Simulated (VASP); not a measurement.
A run of VASP 6.6.1 is set up as follows.

INCAR

```
SYSTEM = Ti3Al
ALGO = Fast
EDIFF = 1E-6
ENCUT = 520
GGA = PS
ISIF = 2
ISMEAR = 0
LASPH = .True.
LCHARG = .False.
LREAL = .False.
LWAVE = .False.
NBANDS = 28
NELM = 100
PREC = Accurate
SIGMA = 0.15
```

Contents of KPOINTS:

```
k-points
0
Gamma
  15 15 6
  0 0 0
```

The input POSCAR:

```
Ti3Al
1.0
    2.8954756449      0.0000000000      0.0000000000
   -1.4477378224      2.5075554645      0.0000000000
    0.0000000000      0.0000000000      9.1383350122
Ti Al
3 1
Direct
    0.6666666667      0.3333333333      0.0000000000
    0.3333333333      0.6666666667      0.7566446634
    0.3333333333      0.6666666667      0.2433553366
    0.6666666667      0.3333333333      0.5000000000
```

Potentials or basis: VASP PAW PBE potentials, release 64 (Ti_sv, Al).

The run is started by

```console
$ cat potpaw_PBE.64/Ti_sv/POTCAR potpaw_PBE.64/Al/POTCAR > POTCAR
$ mpirun -np 1 vasp_std > vasp.out
```

**Question.** Predict the band gap on the k mesh.

**Answer.** Zero (an odd number of electrons rules out a gap without spin polarisation).

**Question.** What does it give for the pressure?

**Answer.** 0.1 GPa.

**Question.** What does it give for the largest force?

**Answer.** 0.412 eV/Å.

Stress tensor (GPa, compression positive):
```
 0.21  0.00  0.00
 0.00  0.21  0.00
 0.00  0.00 -0.24
```

Caveat: the PAW data sets were made with another functional, which shifts forces and pressure a little.
